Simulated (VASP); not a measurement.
A run of VASP 6.6.1 is set up as follows.

INCAR

```
ALGO = Normal ; EDIFF = 1E-6
ENCUT = 690 ; GGA = PS
GGA_COMPAT = F ; ISIF = 2
ISMEAR = -1 ; ISPIN = 2
LASPH = T ; LCHARG = F
LMAXMIX = 4 ; LORBIT = 11
LREAL = F ; LWAVE = F
MAGMOM = 1 0 ; NBANDS = 22
NELM = 200 ; NUPDOWN = 1.0
PREC = Accurate ; SIGMA = 0.05
```

Contents of KPOINTS:

```
k-points
0
Gamma
  8 8 8
```

POSCAR

```
AlNi
1.0
    2.8810000000      0.0000000000      0.0000000000
    0.0000000000      2.8810000000      0.0000000000
    0.0000000000      0.0000000000      2.8810000000
Ni Al
1 1
Direct
    0.5000000000      0.5000000000      0.5000000000
    0.0000000000      0.0000000000      0.0000000000
```

Potentials or basis: VASP PAW PBE potentials, release 64 (Ni_sv_GW, Al).

Launch:

```console
$ cat potpaw_PBE.64/Ni_sv_GW/POTCAR potpaw_PBE.64/Al/POTCAR > POTCAR
$ mpirun -np 1 vasp_std > vasp.out
```

Problem. Predict the pressure.

Solution. -0.5 GPa.

Caveat: the PAW data sets were made with another functional, which shifts forces and pressure a little; the total moment is fixed, so each spin has its own Fermi level and the state may be an excited one.
